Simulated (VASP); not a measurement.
# LaAgS2 (P4/mmm) in VASP: single point with PBE

Aim: the single point of LaAgS2 with PBE.

All numbers are computed with VASP 6.6.1; they aren't measurements. Logs are shortened: lines on timing, memory, paths and dates and some standing lists are left out, and cuts for length are marked.

### Step 1. The cell of the first run

The structure is tetragonal, space group P4/mmm (No. 123). Conventional cell: a = 4.130 Å, b = 4.130 Å, c = 5.605 Å, α = 90.00°, β = 90.00°, γ = 90.00°. Ag (site symmetry 4/mmm) has 6 S at 2.80 to 2.92 Å within 3.7 Å. S (site symmetry 4/mmm) has 2 Ag at 2.80 Å and 4 La at 2.92 Å within 3.7 Å. S (site symmetry 4/mmm) has 2 La at 2.80 Å and 4 Ag at 2.92 Å within 3.7 Å. Within 3.7 Å of La (site symmetry 4/mmm) lie 6 S at 2.80 to 2.92 Å.

### Step 2. Single point, PBE

INCAR reads:

```
PREC = Accurate ; ENCUT = 630
EDIFF = 1E-6 ; ISMEAR = -1
SIGMA = 0.02 ; LREAL = False
LASPH = True ; NELM = 200
ALGO = Normal ; ISIF = 2
LWAVE = False ; LCHARG = False
GGA = PE ; NBANDS = 29
GGA_COMPAT = False ; LMAXMIX = 6
```

KPOINTS reads:

```
Automatic mesh
0
Gamma
  6 6 6
```

POSCAR reads:

```
LaAgS2
1.0
    4.1300216913      0.0000000000      0.0000000000
    0.0000000000      4.1300216913      0.0000000000
    0.0000000000      0.0000000000      5.6048983238
Ag S La
1 2 1
Direct
    0.0000000000      0.0000000000      0.0000000000
    0.0000000000      0.0000000000      0.5000000000
    0.5000000000      0.5000000000      0.0000000000
    0.5000000000      0.5000000000      0.5000000000
```

Potentials or basis: VASP PAW PBE potentials, release 64 (Ag_sv_GW, S, La).

Command:

```sh
$ cat potpaw_PBE.64/Ag_sv_GW/POTCAR potpaw_PBE.64/S/POTCAR potpaw_PBE.64/La/POTCAR > POTCAR
$ mpirun -np 1 vasp_std > vasp.out
```

OUTCAR:

```text
PREC = Accurate
   ENCUT = 630
   EDIFF = 1E-6
   ISMEAR = -1
   LREAL = False
   LASPH = True
   NELM = 200
   ISIF = 2
   GGA = PE

 ion  position               nearest neighbor table
   1  0.000  0.000  0.000-
   2  0.000  0.000  0.500-   4 2.92   4 2.92   4 2.92   4 2.92
   3  0.500  0.500  0.000-   4 2.80   4 2.80
   4  0.500  0.500  0.500-   3 2.80   3 2.80   2 2.92   2 2.92   2 2.92   2 2.92

  LATTYP: Found a simple tetragonal cell.
 ALAT       =     4.1300216913
 C/A-ratio  =     1.3571111105

  Lattice vectors:

 A1 = (   4.1300216913,   0.0000000000,   0.0000000000)
 A2 = (   0.0000000000,   4.1300216913,   0.0000000000)
 A3 = (   0.0000000000,   0.0000000000,   5.6048983238)

Analysis of symmetry for initial positions (statically):
=====================================================================
 Subroutine PRICEL returns:
 Original cell was already a primitive cell.

 Routine SETGRP: Setting up the symmetry group for a
 simple tetragonal supercell.

 Subroutine GETGRP returns: Found 16 space group operations
 (whereof 16 operations were pure point group operations)
 out of a pool of 16 trial point group operations.

The static configuration has the point symmetry D_4h.

Analysis of symmetry for dynamics (positions and initial velocities):
=====================================================================
 Subroutine PRICEL returns:
 Original cell was already a primitive cell.

 Routine SETGRP: Setting up the symmetry group for a
 simple tetragonal supercell.

 Subroutine GETGRP returns: Found 16 space group operations
 (whereof 16 operations were pure point group operations)
 out of a pool of 16 trial point group operations.

The dynamic configuration has the point symmetry D_4h.

 Subroutine INISYM returns: Found 16 space group operations
 (whereof 16 operations are pure point group operations),
 and found     1 'primitive' translations

----------------------------------------------------------------------------------------

                                     Primitive cell

  volume of cell :      95.6032

  direct lattice vectors                    reciprocal lattice vectors
     4.130021691  0.000000000  0.000000000     0.242129479  0.000000000  0.000000000
     0.000000000  4.130021691  0.000000000     0.000000000  0.242129479  0.000000000
     0.000000000  0.000000000  5.604898324     0.000000000  0.000000000  0.178415369

  length of vectors
     4.130021691  4.130021691  5.604898324     0.242129479  0.242129479  0.178415369

  position of ions in fractional coordinates (direct lattice)
     0.000000000  0.000000000  0.000000000
     0.000000000  0.000000000  0.500000000
     0.500000000  0.500000000  0.000000000
     0.500000000  0.500000000  0.500000000

  ion indices of the primitive-cell ions
   primitive index   ion index
                 1           1
                 2           2
                 3           3
                 4           4

----------------------------------------------------------------------------------------

 KPOINTS: Automatic mesh

Automatic generation of k-mesh.
 Grid dimensions read from file:
 generate k-points for:    6    6    6

 Generating k-lattice:

  Cartesian coordinates                     Fractional coordinates (reciprocal lattice)
     0.040354913  0.000000000  0.000000000     0.166666667  0.000000000  0.000000000
     0.000000000  0.040354913  0.000000000     0.000000000  0.166666667  0.000000000
     0.000000000  0.000000000  0.029735895     0.000000000  0.000000000  0.166666667

  Length of vectors
     0.040354913  0.040354913  0.029735895

  Shift w.r.t. Gamma in fractional coordinates (k-lattice)
     0.000000000  0.000000000  0.000000000

 Subroutine IBZKPT returns following result:
 ===========================================

 Found     40 irreducible k-points:

 Following reciprocal coordinates:
            Coordinates               Weight
  0.000000  0.000000  0.000000      1.000000
  0.166667  0.000000  0.000000      4.000000
  0.333333  0.000000  0.000000      4.000000
  0.500000  0.000000  0.000000      2.000000
  0.166667  0.166667  0.000000      4.000000
  0.333333  0.166667  0.000000      8.000000
[... 16 lines left out ...]
  0.333333  0.000000  0.333333      8.000000
  0.500000  0.000000  0.333333      4.000000
 [... further k-points ...]
   k-points           NKPTS =     40   k-points in BZ     NKDIM =     40   number of bands    NBANDS=     29
   number of dos      NEDOS =    301   number of ions     NIONS =      4
   total plane-waves  NPLWV =  62208
   dimension x,y,z NGX =    36 NGY =   36 NGZ =   48
   dimension x,y,z NGXF=    72 NGYF=   72 NGZF=   96
   ions per type =               1   2   1
   NGX,Y,Z   is equivalent  to a cutoff of  14.49, 14.49, 14.24 a.u.
   NGXF,Y,Z  is equivalent  to a cutoff of  28.98, 28.98, 28.47 a.u.
 SYSTEM =  unknown system
   PREC   = accura    normal or accurate (medium, high low for compatibility)
   ISTART =      0    job   : 0-new  1-cont  2-samecut
   ICHARG =      2    charge: 1-file 2-atom 10-const
   ISPIN  =      1    spin polarized calculation?
   LNONCOLLINEAR =      F non collinear calculations
   LSORBIT =      F    spin-orbit coupling
   LASPH  =      T    aspherical Exc in radial PAW
   ENCUT  =  630.0 eV  46.30 Ry    6.80 a.u.   8.45  8.45 11.47*2*pi/ulx,y,z
   NELM   =    200;   NELMIN=  2; NELMDL= -5     # of ELM steps
   EDIFF  = 0.1E-05   stopping-criterion for ELM
   LREAL  =      F    real-space projection
[... 7 lines left out ...]
   TEBEG  =    0.0;   TEEND  =   0.0 temperature during run
   PSTRESS=    0.0 pullay stress
   NELECT =      42.0000    total number of electrons
   NUPDOWN=      -1.0000    fix difference up-down
   EMIN   =  10.00;   EMAX   =-10.00  energy-range for DOS
   EFERMI =   0.00;   METHOD = LEGACY
   ISMEAR =    -1;   SIGMA  =   0.02  broadening in eV -4-tet -1-fermi 0-gaus
   EFERMI_NEDOS =   21; number of points for ismear=-14 and -15
   IALGO  =     38    algorithm
   IMIX   =      4    mixing-type and parameters
     AMIX     =   0.40;   BMIX     =  1.00
     AMIX_MAG =   1.60;   BMIX_MAG =  1.00
  volume/ion in A,a.u.               =      23.90       161.29
  Fermi-wavevector in a.u.,A,eV,Ry     =   1.244516  2.351794 21.072974  1.548820
  Thomas-Fermi vector in A             =   2.378779
   LORBIT       =      0    0 simple, 1 ext, 2 COOP (PROOUT), +10 PAW based schemes
   GGA     = PE    functional components
   LHFCALC =     F    Hartree Fock is set to
   AEXX    =    0.0000 exact exchange contribution
   IVDW    =     0    specifies the selected vdW correction
   LEPSILON=     F    determine dielectric tensor
   LRPA    =     F    only Hartree local field effects (RPA)
 non-spin polarized calculation
  energy-cutoff  :      630.00
  volume of cell :       95.60
 maximum number of plane-waves:      3455
 NGX is ok and might be reduce to    36
   NGX = 17   NGY = 17   NGZ = 23

 number of electron      42.0000004 magnetization

 Free energy of the ion-electron system (eV)
  ---------------------------------------------------
  ext. energy  EPLUGINS =         0.00000000
  ---------------------------------------------------
  free energy    TOTEN  =       -18.92708116 eV

  energy without entropy =      -18.92568309  energy(sigma->0) =      -18.92638213

 E-fermi :   6.0124     XC(G=0):  -9.9423

 val. band max:        6.0107633437   @ k =   0.5000   0.0000   0.0000
 cond. band min:       6.0910758412   @ k =   0.5000   0.0000   0.5000
 fundamental gap:      0.0803124976
 Fermi energy:         6.0123846265

 k-point     1 :       0.0000    0.0000    0.0000
  band No.  band energies     occupation
      1     -84.7658      2.00000
      2     -48.3188      2.00000
      3     -48.2440      2.00000
      4     -48.2440      2.00000
      5     -26.5191      2.00000
      6     -10.3373      2.00000
[... 21 lines left out ...]
     28       8.7956      0.00000
     29       8.7956      0.00000

 k-point     2 :       0.1667    0.0000    0.0000
  band No.  band energies     occupation
      1     -84.7658      2.00000
      2     -48.3188      2.00000
      3     -48.2442      2.00000
      4     -48.2440      2.00000
      5     -26.5125      2.00000
      6     -10.4381      2.00000
[... 21 lines left out ...]
     28       8.6711      0.00000
     29       8.8720      0.00000

 k-point     3 :       0.3333    0.0000    0.0000
  band No.  band energies     occupation
      1     -84.7658      2.00000
      2     -48.3188      2.00000
      3     -48.2445      2.00000
      4     -48.2440      2.00000
      5     -26.4993      2.00000
      6     -10.7873      2.00000
[... 21 lines left out ...]
     28       8.8054      0.00000
     29       8.9645      0.00000

 k-point     4 :       0.5000    0.0000    0.0000
  band No.  band energies     occupation
      1     -84.7658      2.00000
      2     -48.3187      2.00000
      3     -48.2447      2.00000
      4     -48.2440      2.00000
      5     -26.4927      2.00000
      6     -10.9401      2.00000
[... 21 lines left out ...]
     28       8.8722      0.00000
     29       8.9757      0.00000

 k-point     5 :       0.1667    0.1667    0.0000
  band No.  band energies     occupation
      1     -84.7658      2.00000
      2     -48.3188      2.00000
      3     -48.2442      2.00000
      4     -48.2442      2.00000
      5     -26.5061      2.00000
      6     -10.4692      2.00000
[... 21 lines left out ...]
     28       8.6888      0.00000
     29       8.7860      0.00000
[... 510 lines left out ...]
     28       8.4848      0.00000
     29       8.6404      0.00000

 k-point    22 :       0.1667    0.0000    0.3333
  band No.  band energies     occupation
      1     -84.7658      2.00000
      2     -48.3188      2.00000
      3     -48.2442      2.00000
      4     -48.2440      2.00000
      5     -26.5115      2.00000
      6     -10.5010      2.00000
[... 21 lines left out ...]
     28       8.5395      0.00000
     29       8.7333      0.00000

 k-point    23 :       0.3333    0.0000    0.3333
  band No.  band energies     occupation
      1     -84.7658      2.00000
      2     -48.3188      2.00000
      3     -48.2445      2.00000
      4     -48.2440      2.00000
      5     -26.4983      2.00000
      6     -10.7812      2.00000
[... 21 lines left out ...]
     28       8.5113      0.00000
     29       9.1261      0.00000

 k-point    24 :       0.5000    0.0000    0.3333
  band No.  band energies     occupation
      1     -84.7657      2.00000
      2     -48.3187      2.00000
      3     -48.2447      2.00000
      4     -48.2440      2.00000
      5     -26.4917      2.00000
      6     -10.9332      2.00000
[... 21 lines left out ...]
     28       8.5243      0.00000
     29       9.4011      0.00000

 [... further k-points ...]
[... 5 lines left out ...]
  --------------------------------------------------------------------------------------
  -------------------------------------------------------------------------------------
  Total       -0.0318771     -0.0318771      0.0837186      0.0000000      0.0000000      0.0000000
  in kB       -0.5342159     -0.5342159      1.4030081      0.0000000      0.0000000      0.0000000
  external PRESSURE =       0.1115255 kB  Pullay stress =       0.0000000 kB

 VOLUME and BASIS-vectors are now :
 -----------------------------------------------------------------------------
  energy-cutoff  :      630.00
  volume of cell :       95.60
      direct lattice vectors                 reciprocal lattice vectors
     4.130021691  0.000000000  0.000000000     0.242129479  0.000000000  0.000000000
     0.000000000  4.130021691  0.000000000     0.000000000  0.242129479  0.000000000
     0.000000000  0.000000000  5.604898324     0.000000000  0.000000000  0.178415369

 POSITION                                       TOTAL-FORCE (eV/Angst)
 -----------------------------------------------------------------------------------
      0.00000      0.00000      0.00000         0.000000      0.000000      0.000000
      0.00000      0.00000      2.80245         0.000000      0.000000      0.000000
      2.06501      2.06501      0.00000         0.000000      0.000000      0.000000
      2.06501      2.06501      2.80245         0.000000      0.000000      0.000000
 -----------------------------------------------------------------------------------
    total drift:                                0.000000      0.000000     -0.000000

  FREE ENERGIE OF THE ION-ELECTRON SYSTEM (eV)
  ---------------------------------------------------
  free  energy   TOTEN  =       -18.9270811636 eV

  energy  without entropy=      -18.9256830946  energy(sigma->0) =      -18.92638213
```

Wall time 2.8 min (1 thread of Intel Xeon Platinum 8488C (Sapphire Rapids), shared host); peak memory 0.38 GiB.

Results:

```yaml
Free_energy: -18.9271 eV
Pressure: 0.0 GPa
Band_gap_on_the_k_mesh: zero (bands 21 and 22 overlap by 0.26 eV)
```

Caveat: semilocal functionals underestimate gaps, and a narrow one can read as zero; spin-orbit coupling is left out, which moves the levels of the heavy elements.

The gap in the log of VASP goes by the Fermi energy; the results here count the filled bands.